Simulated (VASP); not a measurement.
Wanted: the native input for a VASP 6.6.1 run.

```yaml
Task: single point
Functional: PBE
Dispersion: D3(BJ)
Potentials_or_basis: VASP PAW PBE potentials, release 64 (Mg, Be, S)
Cutoff: 520 eV
k_mesh: 6 × 6 × 2
Occupations: gaussian, width 0.1 eV
Spin: no spin polarisation
Dipole_correction: no
Further_INCAR_settings: ALGO = Normal; EDIFF = 1e-06; NBANDS = 24
```

The structure of MgBe2S4 lies in POSCAR:

```
MgBe2S4
1.0
    3.1168612400      0.0000000000      0.0000000000
   -1.5584306200      2.6992810200      0.0000000000
    0.0000000000      0.0000000000     10.8734231800
Mg Be S
1 2 4
Direct
    0.0000000000      0.0000000000      0.0000000000
    0.0000000000      0.0000000000      0.7540564300
    0.0000000000      0.0000000000      0.2459435700
    0.6666666700      0.3333333300      0.8715413300
    0.3333333300      0.6666666700      0.6365715300
    0.6666666700      0.3333333300      0.3634284700
    0.3333333300      0.6666666700      0.1284586700
```

One way to write it, as run:

INCAR

```
PREC     = Accurate       # precision mode
ENCUT    = 520            # plane-wave cutoff, eV
EDIFF    = 1E-6           # SCF threshold, eV
ISMEAR   = 0              # smearing method
SIGMA    = 0.1            # smearing width, eV
LREAL    = F              # projectors in reciprocal space
LASPH    = T              # aspherical terms in the spheres
NELM     = 100            # most SCF steps
ALGO     = Normal         # electronic algorithm
ISIF     = 2              # what is computed and relaxed
LWAVE    = F              # write WAVECAR
LCHARG   = F              # write CHGCAR
GGA      = PE             # functional
IVDW     = 12             # dispersion correction
NBANDS   = 24             # bands
```

KPOINTS

```
Automatic mesh
0
Gamma
  6 6 2
```

Potentials or basis: VASP PAW PBE potentials, release 64 (Mg, Be, S).

Command:

```bash
$ cat potpaw_PBE.64/Mg/POTCAR potpaw_PBE.64/Be/POTCAR potpaw_PBE.64/S/POTCAR > POTCAR
$ mpirun -np 1 vasp_std > vasp.out
```

It gave:

```yaml
Pressure: 18.8 GPa
Largest_force: 2.384 eV/Å
Band_gap_on_the_k_mesh: zero (bands 15 and 16 overlap by 2.18 eV)
Dispersion_energy_per_atom: -0.396 eV
```

Caveat: the k points lie up to 0.39 Å⁻¹ apart, too coarse for converged energies and pressures of a metal; forces of over 1 eV/Å act on the atoms, so gaps and moduli don't describe the material at rest.

Wall time 42 s on 1 thread of Intel(R) Xeon(R) Platinum 8375C CPU @ 2.90GHz (Ice Lake) (shared host), peak memory 0.22 GiB.
